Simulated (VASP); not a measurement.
# Si2Mo (Cmc2_1) in VASP: further runs, part 2 of 2

VASP 6.6.1. Earlier steps stand in the parts before.

### 3 Single point, PBE

The input, INCAR:

```
SYSTEM = Si2Mo
PREC     = Accurate       ! precision mode
ENCUT    = 520            ! plane-wave cutoff, eV
EDIFF    = 1E-6           ! SCF threshold, eV
ISMEAR   = 0              ! smearing method
SIGMA    = 0.1            ! smearing width, eV
LREAL    = .FALSE.        ! projectors in reciprocal space
LASPH    = .TRUE.         ! aspherical terms in the spheres
NELM     = 80             ! most SCF steps
ALGO     = Normal         ! electronic algorithm
ISIF     = 2              ! what is computed and relaxed
LWAVE    = .FALSE.        ! write WAVECAR
LCHARG   = .FALSE.        ! write CHGCAR
GGA      = PE             ! functional
NBANDS   = 31             ! bands
```

The input, KPOINTS:

```
regular mesh
0
G
  6 6 4
  0 0 0
```

The input, POSCAR:

```
Si2Mo
1.0
    1.6616031031     -4.3573742107      0.0000000000
    1.6616031031      4.3573742107      0.0000000000
    0.0000000000      0.0000000000      6.1534632525
Si Mo
4 2
Direct
    0.4043831938      0.5956168062      0.9791444650
    0.5956168062      0.4043831938      0.4791444650
    0.1940639345      0.8059360655      0.2069629014
    0.8059360655      0.1940639345      0.7069629014
    0.9136246444      0.0863753556      0.3137832939
    0.0863753556      0.9136246444      0.8137832939
```

Potentials or basis: VASP PAW PBE potentials, release 64 (Si, Mo_sv).

On the command line:

```
cat potpaw_PBE.64/Si/POTCAR potpaw_PBE.64/Mo_sv/POTCAR > POTCAR
mpirun -np 1 vasp_std > vasp.out
```

OUTCAR:

```text
SYSTEM = Si2Mo
   PREC = Accurate
   ENCUT = 520
   EDIFF = 1E-6
   ISMEAR = 0
   LREAL = .FALSE.
   LASPH = .TRUE.
   NELM = 80
   ISIF = 2
   GGA = PE

 ion  position               nearest neighbor table
   1  0.404  0.596  0.979-   3 2.31   4 2.51   4 2.51   6 2.51   6 2.51   5 2.65   5 2.65   6 2.95

   2  0.596  0.404  0.479-   4 2.31   3 2.51   3 2.51   5 2.51   5 2.51   6 2.65   6 2.65   5 2.95

   3  0.194  0.806  0.207-   1 2.31   2 2.51   2 2.51   5 2.53   6 2.60   5 2.62   5 2.62
   4  0.806  0.194  0.707-   2 2.31   1 2.51   1 2.51   6 2.53   5 2.60   6 2.62   6 2.62
   5  0.914  0.086  0.314-   2 2.51   2 2.51   3 2.53   4 2.60   3 2.62   3 2.62   1 2.65   1 2.65
                             2 2.95   6 3.43   6 3.43
   6  0.086  0.914  0.814-   1 2.51   1 2.51   4 2.53   3 2.60   4 2.62   4 2.62   2 2.65   2 2.65
                             1 2.95   5 3.43   5 3.43

  LATTYP: Found a base centered orthorhombic cell.
 ALAT       =     3.3232062062
 B/A-ratio  =     2.6223917147
 C/A-ratio  =     1.8516645886

  Lattice vectors:

 A1 = (   1.6616031031,  -4.3573742107,   0.0000000000)
 A2 = (   1.6616031031,   4.3573742107,   0.0000000000)
 A3 = (   0.0000000000,   0.0000000000,   6.1534632525)
[... 190 lines left out ...]
 fundamental gap:      0.0744243171
 Fermi energy:        10.5499989982

 k-point     1 :       0.0000    0.0000    0.0000
  band No.  band energies     occupation
      1     -50.1002      2.00000
      2     -50.0925      2.00000
      3     -24.3304      2.00000
      4     -24.3015      2.00000
      5     -24.2476      2.00000
      6     -24.1861      2.00000
[... 805 lines left out ...]
     30      15.5307      0.00000
     31      16.5066      0.00000

 [... further k-points ...]

------------------------ aborting loop because EDIFF is reached ----------------------------------------

  FORCE on cell =-STRESS in cart. coord.  units (eV):
  Direction    XX          YY          ZZ          XY          YZ          ZX
  --------------------------------------------------------------------------------------
  -------------------------------------------------------------------------------------
  Total        0.1245483      0.1483131      0.0188246      0.0000000      0.0000000      0.0000000
  in kB        2.2394762      2.6667879      0.3384806      0.0000000      0.0000000      0.0000000
  external PRESSURE =       1.7482482 kB  Pullay stress =       0.0000000 kB

 VOLUME and BASIS-vectors are now :
 -----------------------------------------------------------------------------
  energy-cutoff  :      520.00
  volume of cell :       89.10
      direct lattice vectors                 reciprocal lattice vectors
     1.661603103 -4.357374211  0.000000000     0.300914219 -0.114748006  0.000000000
     1.661603103  4.357374211  0.000000000     0.300914219  0.114748006  0.000000000
     0.000000000  0.000000000  6.153463252     0.000000000  0.000000000  0.162510112

 POSITION                                       TOTAL-FORCE (eV/Angst)
 -----------------------------------------------------------------------------------
      1.66160      0.83328      6.02513         0.000000      0.020533     -0.000796
      1.66160     -0.83328      2.94840         0.000000     -0.020533     -0.000796
      1.66160      2.66616      1.27354         0.000000     -0.003201     -0.005849
      1.66160     -2.66616      4.35027         0.000000      0.003201     -0.005849
      1.66160     -3.60463      1.93085         0.000000      0.003985      0.006645
      1.66160      3.60463      5.00759         0.000000     -0.003985      0.006645
 -----------------------------------------------------------------------------------
    total drift:                                0.000000      0.000000      0.000463

  FREE ENERGIE OF THE ION-ELECTRON SYSTEM (eV)
  ---------------------------------------------------
  free  energy   TOTEN  =       -44.7986024929 eV

  energy  without entropy=      -44.7906622175  energy(sigma->0) =      -44.79463236
```

OSZICAR:

```text
N       E                     dE             d eps       ncg     rms          rms(c)
DAV:   1     0.327550432910E+03    0.32755E+03   -0.24404E+04  2594   0.135E+03
DAV:   2    -0.336029191013E+02   -0.36115E+03   -0.34887E+03  2754   0.359E+02
DAV:   3    -0.465764058259E+02   -0.12973E+02   -0.12603E+02  3206   0.594E+01
DAV:   4    -0.467438506399E+02   -0.16744E+00   -0.16714E+00  2939   0.636E+00
DAV:   5    -0.467461033991E+02   -0.22528E-02   -0.22523E-02  3068   0.773E-01    0.265E+01
DAV:   6    -0.452123598416E+02    0.15337E+01   -0.13616E+01  2867   0.192E+01    0.581E+00
DAV:   7    -0.448865356051E+02    0.32582E+00   -0.27717E+00  2728   0.875E+00    0.603E+00
DAV:   8    -0.447991876311E+02    0.87348E-01   -0.28078E-01  2876   0.320E+00    0.823E-01
DAV:   9    -0.447987854325E+02    0.40220E-03   -0.14107E-02  3175   0.575E-01    0.370E-01
DAV:  10    -0.447988845740E+02   -0.99141E-04   -0.43293E-03  2884   0.407E-01    0.195E-01
DAV:  11    -0.447986019077E+02    0.28267E-03   -0.12382E-03  2890   0.210E-01    0.257E-02
DAV:  12    -0.447986031899E+02   -0.12822E-05   -0.42871E-05  2906   0.331E-02    0.936E-03
DAV:  13    -0.447986024929E+02    0.69697E-06   -0.18218E-06  2511   0.742E-03
   1 F= -.44798602E+02 E0= -.44794632E+02  d E =-.794028E-02
```

stdout:

```text
POSCAR found type information on POSCAR SiMo
 POSCAR found :  2 types and       6 ions
 scaLAPACK will be used
 LDA part: xc-table for (Slater+PW92), standard interpolation
 POSCAR, INCAR and KPOINTS ok, starting setup
 FFT: planning ... GRIDC
 FFT: planning ... GRID_SOFT
 FFT: planning ... GRID
 WAVECAR not read
 entering main loop
```

Run time: 1.9 min. Hardware: 1 thread of Intel Xeon Platinum 8375C at 2.90GHz (Ice Lake), shared host; peak memory 0.27 GiB.

Results:

- Free energy: -44.7986 eV
- Pressure: 0.2 GPa
- Largest force: 0.021 eV/Å
- Band gap on the k mesh: zero (bands 22 and 23 overlap by 0.31 eV)

Forces on the atoms (eV/Å):
```
Si   0.000  0.021 -0.001
Si   0.000 -0.021 -0.001
Si   0.000 -0.003 -0.006
Si   0.000  0.003 -0.006
Mo   0.000  0.004  0.007
Mo   0.000 -0.004  0.007
```

Levels at points of the mesh, in eV from the Fermi level:
| k point | band 20 | band 21 | band 22 | band 23 | band 24 | band 25 |
| --- | --- | --- | --- | --- | --- | --- |
| (0.00, 0.00, 0.00) | -1.22 | -0.91 | -0.22 | 0.81 | 1.34 | 3.10 |
| (0.50, 0.00, 0.00) | -1.92 | -1.55 | -0.77 | 0.81 | 2.01 | 2.23 |
| (0.50, 0.50, 0.00) | -1.05 | -0.67 | -0.32 | -0.23 | 0.61 | 0.71 |
| (0.00, 0.00, 0.50) | -1.36 | -0.12 | -0.12 | 1.72 | 1.72 | 2.63 |
| (0.50, 0.00, 0.50) | -2.10 | -0.91 | -0.91 | 1.65 | 1.65 | 2.10 |
| (0.50, 0.50, 0.50) | -1.82 | -0.39 | -0.39 | 0.33 | 0.33 | 1.64 |

### 4 Relaxation of cell and atoms, PBE

The input, INCAR:

```
PREC     = Accurate       # precision mode
ENCUT    = 600            # plane-wave cutoff, eV
EDIFF    = 1E-6           # SCF threshold, eV
ISMEAR   = 0              # smearing method
SIGMA    = 0.1            # smearing width, eV
LREAL    = F              # projectors in reciprocal space
LASPH    = T              # aspherical terms in the spheres
NELM     = 100            # most SCF steps
ALGO     = Normal         # electronic algorithm
ISIF     = 3              # what is computed and relaxed
LWAVE    = F              # write WAVECAR
LCHARG   = F              # write CHGCAR
GGA      = PE             # functional
IBRION   = 2              # ionic algorithm
NSW      = 90             # ionic steps
EDIFFG   = -0.04          # ionic threshold
```

The input, KPOINTS:

```
Automatic mesh
0
Gamma
  6 6 4
```

The input, POSCAR:

```
Si2Mo
1.0
    1.6642387664     -4.3575187801      0.0000000000
    1.6642387664      4.3575187801      0.0000000000
    0.0000000000      0.0000000000      6.1452318145
Si Mo
4 2
Direct
    0.4045521431      0.5954478569      0.9787695605
    0.5954478569      0.4045521431      0.4787695605
    0.1947014129      0.8052985871      0.2072404189
    0.8052985871      0.1947014129      0.7072404189
    0.9142564988      0.0857435012      0.3138806809
    0.0857435012      0.9142564988      0.8138806809
```

Potentials or basis: VASP PAW PBE potentials, release 64 (Si, Mo_sv).

On the command line:

```
cat potpaw_PBE.64/Si/POTCAR potpaw_PBE.64/Mo_sv/POTCAR > POTCAR
mpirun -np 1 vasp_std > vasp.out
```

OUTCAR:

```text
PREC = Accurate
   ENCUT = 600
   EDIFF = 1E-6
   ISMEAR = 0
   LREAL = F
   LASPH = T
   NELM = 100
   ISIF = 3
   GGA = PE
   IBRION = 2
   NSW = 90
   EDIFFG = -0.04

 ion  position               nearest neighbor table
   1  0.405  0.595  0.979-   3 2.31   6 2.51   6 2.51   4 2.51   4 2.51   5 2.65   5 2.65   6 2.96

   2  0.595  0.405  0.479-   4 2.31   5 2.51   5 2.51   3 2.51   3 2.51   6 2.65   6 2.65   5 2.96

   3  0.195  0.805  0.207-   1 2.31   2 2.51   2 2.51   5 2.53   6 2.60   5 2.62   5 2.62
   4  0.805  0.195  0.707-   2 2.31   1 2.51   1 2.51   6 2.53   5 2.60   6 2.62   6 2.62
   5  0.914  0.086  0.314-   2 2.51   2 2.51   3 2.53   4 2.60   3 2.62   3 2.62   1 2.65   1 2.65
                             2 2.96   6 3.42   6 3.42
   6  0.086  0.914  0.814-   1 2.51   1 2.51   4 2.53   3 2.60   4 2.62   4 2.62   2 2.65   2 2.65
                             1 2.96   5 3.42   5 3.42

  LATTYP: Found a base centered orthorhombic cell.
[... 285 lines left out ...]

 E-fermi :  10.5249     XC(G=0): -11.8371

 val. band max:       10.5187990996   @ k =  -0.3333   0.3333   0.2500
 cond. band min:      10.5782737087   @ k =  -0.3333   0.3333   0.2500
 fundamental gap:      0.0594746091
 Fermi energy:        10.5248840483

 k-point     1 :       0.0000    0.0000    0.0000
  band No.  band energies     occupation
      1     -50.1322      2.00000
      2     -50.1244      2.00000
      3     -24.3611      2.00000
      4     -24.3330      2.00000
      5     -24.2783      2.00000
      6     -24.2149      2.00000
[... 685 lines left out ...]
     25      11.6656      0.00000
     26      12.0290      0.00000

 [... further k-points ...]

------------------------ aborting loop because EDIFF is reached ----------------------------------------

  FORCE on cell =-STRESS in cart. coord.  units (eV):
  Direction    XX          YY          ZZ          XY          YZ          ZX
  --------------------------------------------------------------------------------------
  -------------------------------------------------------------------------------------
  Total       -0.1155537     -0.1161609     -0.0576754      0.0000000      0.0000000      0.0000000
  in kB       -2.0735190     -2.0844146     -1.0349382      0.0000000      0.0000000      0.0000000
  external PRESSURE =      -1.7309573 kB  Pullay stress =       0.0000000 kB
[... 21 lines left out ...]
  FREE ENERGIE OF THE ION-ELECTRON SYSTEM (eV)
  ---------------------------------------------------
  free  energy   TOTEN  =       -44.7985837871 eV

  energy  without entropy=      -44.7906078556  energy(sigma->0) =      -44.79459582

 reached required accuracy - stopping structural energy minimisation
```

CONTCAR:

```text
Si2Mo
   1.00000000000000
     1.6646727299412951   -4.3619416381650593    0.0000000000000000
     1.6646727299412951    4.3619416381650593    0.0000000000000000
     0.0000000000000000    0.0000000000000000    6.1481977808054129
  Si              Mo
     4     2
Direct
     0.4044067133027209    0.5955932866972792    0.9789015018089570
     0.5955932866972792    0.4044067133027209    0.4789015018089570
     0.1946115606013870    0.8053884393986130    0.2072301758789797
     0.8053884393986130    0.1946115606013870    0.7072301758789796
     0.9140218640536845    0.0859781359463155    0.3137589826120600
     0.0859781359463155    0.9140218640536845    0.8137589826120599

  0.00000000E+00  0.00000000E+00  0.00000000E+00
  0.00000000E+00  0.00000000E+00  0.00000000E+00
  0.00000000E+00  0.00000000E+00  0.00000000E+00
  0.00000000E+00  0.00000000E+00  0.00000000E+00
  0.00000000E+00  0.00000000E+00  0.00000000E+00
  0.00000000E+00  0.00000000E+00  0.00000000E+00
```

Wall time 5.4 min (1 thread of Intel Xeon Platinum 8375C at 2.90GHz (Ice Lake), shared host); peak memory 0.34 GiB.

Results:

```
Free energy                           : -44.7986 eV
Relaxed volume                        : 14.88 Å³/atom
Relaxed cell                          : a = 4.669 Å, b = 4.669 Å, c = 6.148 Å, α = 90.00°, β = 90.00°, γ = 138.22°
Space group after relaxing (to 0.1 Å) : Cmc2_1 (No. 36)
Energy gained by relaxing             : 0.1 meV/atom
Ionic steps                           : 3
Pressure after relaxing               : -0.2 GPa
Largest force after relaxing          : 0.029 eV/Å
Band gap on the k mesh                : zero (bands 22 and 23 overlap by 0.32 eV)
```

Forces in eV/Å, atoms in the order of the input:
```
Si   0.000  0.016  0.005
Si   0.000 -0.016  0.005
Si   0.000  0.029 -0.001
Si   0.000 -0.029 -0.001
Mo   0.000  0.020 -0.004
Mo   0.000 -0.020 -0.004
```

Step by step:
| step | energy change (eV) | largest force (eV/Å) | pressure (GPa) | volume (Å³) |
| --- | --- | --- | --- | --- |
| 1 | 0.0000 | 0.0650 | 0.19 | 89.13 |
| 2 | -0.0003 | 0.0315 | -0.33 | 89.36 |
| 3 | -0.0003 | 0.0290 | -0.17 | 89.29 |

Final structure:
```cif
data_structure
_symmetry_space_group_name_H-M 'P 1'
_symmetry_Int_Tables_number 1
_cell_length_a 4.6688
_cell_length_b 4.6688
_cell_length_c 6.1482
_cell_angle_alpha 90.000
_cell_angle_beta 90.000
_cell_angle_gamma 138.223
_cell_volume 89.29
loop_
_atom_site_label
_atom_site_type_symbol
_atom_site_fract_x
_atom_site_fract_y
_atom_site_fract_z
_atom_site_occupancy
Si1 Si 0.40441 0.59559 0.97890 1
Si2 Si 0.59559 0.40441 0.47890 1
Si3 Si 0.19461 0.80539 0.20723 1
Si4 Si 0.80539 0.19461 0.70723 1
Mo1 Mo 0.91402 0.08598 0.31376 1
Mo2 Mo 0.08598 0.91402 0.81376 1
```

Levels at points of the mesh, in eV from the Fermi level:
```tsv
k point	band 20	band 21	band 22	band 23	band 24	band 25
(0.00, 0.00, 0.00)	-1.23	-0.92	-0.23	0.82	1.36	3.09
(0.50, 0.00, 0.00)	-1.92	-1.54	-0.77	0.83	1.98	2.20
(0.50, 0.50, 0.00)	-1.03	-0.70	-0.32	-0.24	0.60	0.70
(0.00, 0.00, 0.50)	-1.37	-0.12	-0.12	1.74	1.74	2.63
(0.50, 0.00, 0.50)	-2.09	-0.91	-0.91	1.66	1.66	2.07
(0.50, 0.50, 0.50)	-1.82	-0.41	-0.41	0.34	0.34	1.62
```

### 5 Single point, PBE

The input, INCAR:

```
  PREC = Accurate
  ENCUT = 520
  EDIFF = 1E-6
  ISMEAR = 0
  SIGMA = 0.1
  LREAL = False
  LASPH = True
  NELM = 80
  ALGO = Normal
  ISIF = 2
  LWAVE = False
  LCHARG = True
  GGA = PE
  LELF = True
  LVHAR = True
  NBANDS = 31
```

The input, KPOINTS:

```
regular mesh
0
Gamma
  12 12 6
```

The input, POSCAR:

```
Si2Mo
1.0
    1.6648882619     -4.3582757325      0.0000000000
    1.6648882619      4.3582757325      0.0000000000
    0.0000000000      0.0000000000      6.1429980190
Si Mo
4 2
Direct
    0.4046102736      0.5953897264      0.0208758600
    0.5953897264      0.4046102736      0.5208758600
    0.1941866489      0.8058133511      0.7928644799
    0.8058133511      0.1941866489      0.2928644799
    0.9136409077      0.0863590923      0.6863689998
    0.0863590923      0.9136409077      0.1863689998
```

On the command line:

```
cat potpaw_PBE.64/Si/POTCAR potpaw_PBE.64/Mo_sv/POTCAR > POTCAR
mpirun -np 1 vasp_std > vasp.out
```

It took 9.5 min on 1 thread of Intel Xeon 8259CL, shared host; peak memory 0.5 GiB.

It converged, with:

```yaml
Free_energy: -44.8004 eV
Pressure: 0.1 GPa
Largest_force: 0.012 eV/Å
Band_gap_on_the_k_mesh: zero (bands 22 and 23 overlap by 0.37 eV)
```

Forces in eV/Å, atoms in the order of the input:
```
Si   0.000  0.012 -0.002
Si   0.000 -0.012 -0.002
Si   0.000 -0.006  0.000
Si   0.000  0.006  0.000
Mo   0.000  0.006  0.002
Mo   0.000 -0.006  0.002
```

Levels at points of the mesh, in eV from the Fermi level:
```
           k point  band 19  band 20  band 21  band 22  band 23  band 24  band 25  band 26
(0.00, 0.00, 0.00)    -2.04    -1.18    -0.89    -0.20     0.84     1.39     3.13     3.29
(0.50, 0.00, 0.00)    -2.19    -1.88    -1.51    -0.73     0.86     2.02     2.25     2.65
(0.50, 0.50, 0.00)    -1.03    -1.00    -0.68    -0.28    -0.21     0.64     0.75     1.93
(0.00, 0.00, 0.50)    -1.32    -1.32    -0.09    -0.09     1.77     1.77     2.68     2.68
(0.50, 0.00, 0.50)    -2.06    -2.06    -0.87    -0.87     1.70     1.70     2.11     2.11
(0.50, 0.50, 0.50)    -1.77    -1.77    -0.37    -0.37     0.37     0.37     1.66     1.66
```

### 6 Summary

```csv
task,cell,k mesh,cutoff (eV),gap on the mesh (eV),pressure (GPa),largest force (eV/Å)
single point,"a = 4.665, b = 4.665, c = 6.145 Å, angles 90.0, 90.0, 138.2°, 6 atoms",6 × 6 × 4,520,none,0.2,0.07
single point,"a = 4.663, b = 4.663, c = 6.153 Å, angles 90.0, 90.0, 138.3°, 6 atoms",6 × 6 × 4,520,none,0.2,0.02
relaxation of cell and atoms,"relaxed from a = 4.665, b = 4.665, c = 6.145 Å, angles 90.0, 90.0, 138.2°, 6 atoms",6 × 6 × 4,600,none,-0.2,0.03
single point,"a = 4.665, b = 4.665, c = 6.143 Å, angles 90.0, 90.0, 138.2°, 6 atoms",12 × 12 × 6,520,none,0.1,0.01
```

Alike in all rows: level PBE; potentials or basis VASP PAW PBE potentials, release 64 (Si, Mo_sv); no spin polarisation; smearing gaussian 0.1 eV.

Total energies depend on the potentials used, so only differences within one code and one set of settings carry meaning.
